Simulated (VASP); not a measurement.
# In3GaAs4 (I-42m) in VASP: further runs, part 2 of 2

VASP 6.6.1. The steps go on from the part before.

### Step 4. Relaxation of cell and atoms, PBE

This run uses another cell than the first one, of 28.13 Å³/atom.

Input file INCAR:

```
SYSTEM = In3GaAs4
ALGO     = Fast           ! electronic algorithm
EDIFF    = 1E-6           ! SCF threshold, eV
EDIFFG   = -0.01          ! ionic threshold
ENCUT    = 600            ! plane-wave cutoff, eV
GGA      = PE             ! functional
IBRION   = 2              ! ionic algorithm
ISIF     = 3              ! what is computed and relaxed
ISMEAR   = 0              ! smearing method
LASPH    = .True.         ! aspherical terms in the spheres
LCHARG   = .False.        ! write CHGCAR
LREAL    = .False.        ! projectors in reciprocal space
LWAVE    = .False.        ! write WAVECAR
NELM     = 80             ! most SCF steps
NSW      = 100            ! ionic steps
PREC     = Accurate       ! precision mode
SIGMA    = 0.1            ! smearing width, eV
```

Input file KPOINTS:

```
k-points
0
Gamma
  8 8 8
  0 0 0
```

Input file POSCAR:

```
In3GaAs4
1.0
   -3.0423088451      3.0423088451      6.0793879012
    3.0423088451     -3.0423088451      6.0793879012
    3.0423088451      3.0423088451     -6.0793879012
In Ga As
3 1 4
Direct
    0.5000000000      0.5000000000      0.0000000000
    0.2500000000      0.7500000000      0.5000000000
    0.7500000000      0.2500000000      0.5000000000
    0.0000000000      0.0000000000      0.0000000000
    0.1170110866      0.1170110866      0.4743244302
    0.6426866564      0.6426866564      0.5256755698
    0.3573133436      0.8829889134      0.0000000000
    0.8829889134      0.3573133436      0.0000000000
```

Potentials or basis: VASP PAW PBE potentials, release 64 (In_d, Ga_d, As).

Started as:

```
cat potpaw_PBE.64/In_d/POTCAR potpaw_PBE.64/Ga_d/POTCAR potpaw_PBE.64/As/POTCAR > POTCAR
mpirun -np 1 vasp_std > vasp.out
```

OUTCAR:

```text
SYSTEM = In3GaAs4
   EDIFF = 1E-6
   EDIFFG = -0.01
   ENCUT = 600
   GGA = PE
   IBRION = 2
   ISIF = 3
   ISMEAR = 0
   LASPH = .True.
   LREAL = .False.
   NELM = 80
   NSW = 100
   PREC = Accurate

 ion  position               nearest neighbor table
   1  0.500  0.500  0.000-   5 2.69   7 2.69   8 2.69   6 2.69
   2  0.250  0.750  0.500-   5 2.67   6 2.67   7 2.67   8 2.67
   3  0.750  0.250  0.500-   5 2.67   6 2.67   8 2.67   7 2.67
   4  0.000  0.000  0.000-   5 2.51   7 2.51   8 2.51   6 2.51
   5  0.117  0.117  0.474-   4 2.51   3 2.67   2 2.67   1 2.69
   6  0.643  0.643  0.526-   4 2.51   3 2.67   2 2.67   1 2.69
   7  0.357  0.883  0.000-   4 2.51   3 2.67   2 2.67   1 2.69
   8  0.883  0.357  0.000-   4 2.51   2 2.67   3 2.67   1 2.69

  LATTYP: Found a body centered tetragonal cell.
 ALAT       =     6.0846176902
 C/A-ratio  =     1.9982809802

[... 362 lines left out ...]
 number of electron      71.9999992 magnetization

 Free energy of the ion-electron system (eV)
  ---------------------------------------------------
  ext. energy  EPLUGINS =         0.00000000
  ---------------------------------------------------
  free energy    TOTEN  =       -31.37302747 eV

  energy without entropy =      -31.37254826  energy(sigma->0) =      -31.37278786

 E-fermi :   3.8443     XC(G=0):  -8.9380

 val. band max:        3.7917207708   @ k =   0.0000   0.0000   0.0000
 cond. band min:       4.4892322245   @ k =   0.5000   0.5000   0.0000
 fundamental gap:      0.6975114536
 Fermi energy:         3.8443326959

 k-point     1 :       0.0000    0.0000    0.0000
  band No.  band energies     occupation
      1     -10.9079      2.00000
      2     -10.9072      2.00000
      3     -10.9072      2.00000
      4     -10.8366      2.00000
      5     -10.8355      2.00000
      6     -10.5898      2.00000
[... 1093 lines left out ...]
     42       7.7507      0.00000
     43       7.9236      0.00000

 [... further k-points ...]
[... 5 lines left out ...]
  --------------------------------------------------------------------------------------
  -------------------------------------------------------------------------------------
  Total        0.0122368      0.0122368      0.0013480      0.0000000     -0.0000000      0.0000000
  in kB        0.0873504      0.0873504      0.0096222      0.0000000     -0.0000000      0.0000000
  external PRESSURE =       0.0614410 kB  Pullay stress =       0.0000000 kB
[... 23 lines left out ...]
  FREE ENERGIE OF THE ION-ELECTRON SYSTEM (eV)
  ---------------------------------------------------
  free  energy   TOTEN  =       -31.3730274658 eV

  energy  without entropy=      -31.3725482565  energy(sigma->0) =      -31.37278786

 reached required accuracy - stopping structural energy minimisation
```

Wall time 1.6 h (1 thread of Oxide Virtual Turin-like, shared host); peak memory 0.94 GiB.

What came out:

```
Free energy                           : -31.3730 eV
Relaxed volume                        : 28.06 Å³/atom
Relaxed cell                          : a = 7.440 Å, b = 7.440 Å, c = 7.440 Å, α = 131.77°, β = 131.77°, γ = 70.59°
Space group after relaxing (to 0.1 Å) : I-42m (No. 121)
Energy gained by relaxing             : 0.1 meV/atom
Ionic steps                           : 5
Pressure after relaxing               : 0.0 GPa
Largest force after relaxing          : 0.010 eV/Å
Band gap on the k mesh                : zero (filled and empty bands touch)
```

Forces in eV/Å, atoms in the order of the input:
```
In   0.000  0.000  0.000
In   0.000  0.000  0.000
In   0.000  0.000  0.000
Ga   0.000  0.000  0.000
As   0.007  0.007  0.003
As  -0.007 -0.007  0.003
As  -0.007  0.007 -0.003
As   0.007 -0.007 -0.003
```

Step by step:
| step | energy change (eV) | largest force (eV/Å) | pressure (GPa) | volume (Å³) |
| --- | --- | --- | --- | --- |
| 1 | 0.0000 | 0.0282 | -0.13 | 225.07 |
| 2 | -0.0004 | 0.0168 | 0.02 | 224.35 |
| 3 | -0.0004 | 0.0172 | 0.03 | 224.36 |
| 4 | -0.0004 | 0.0178 | 0.02 | 224.40 |
| 5 | -0.0004 | 0.0099 | 0.01 | 224.45 |

Final structure:
```
CELL_PARAMETERS angstrom
-3.03973 3.03973 6.07274
3.03973 -3.03973 6.07274
3.03973 3.03973 -6.07274
ATOMIC_POSITIONS crystal
In 0.50000 0.50000 0.00000
In 0.25000 0.75000 0.50000
In 0.75000 0.25000 0.50000
Ga 0.00000 0.00000 0.00000
As 0.11730 0.11730 0.47483
As 0.64247 0.64247 0.52517
As 0.35753 0.88270 0.00000
As 0.88270 0.35753 0.00000
```

Caveat: semilocal functionals underestimate gaps, and a narrow one can read as zero; spin-orbit coupling is left out, which moves the levels of the heavy elements.

### Step 5. Overview

```csv
task,cell,k mesh,cutoff (eV),smearing,gap on the mesh (eV),pressure (GPa),largest force (eV/Å)
single point,"a = 6.077, b = 6.077, c = 7.436 Å, angles 114.1, 114.1, 90.0°, 8 atoms, atomic positions A",4 × 4 × 4,520,gaussian 0.2 eV,none,0.1,0.01
single point,"a = 7.448 Å, angles 131.8, 131.8, 70.6°, 8 atoms, atomic positions B",4 × 4 × 4,520,gaussian 0.2 eV,none,-0.1,0.03
relaxation of cell and atoms,"relaxed from a = 7.448 Å, angles 131.8, 131.8, 70.6°, 8 atoms, atomic positions B",8 × 8 × 8,600,gaussian 0.1 eV,none,0.0,0.01
```

Alike in all rows: level PBE; potentials or basis VASP PAW PBE potentials, release 64 (In_d, Ga_d, As); no spin polarisation.

Caveats: semilocal functionals underestimate gaps, and a narrow one can read as zero; spin-orbit coupling is left out, which moves the levels of the heavy elements.

Absolute energies hang on the potentials; compare differences alone.

The gap in the log of VASP goes by the Fermi energy; the results here count the filled bands.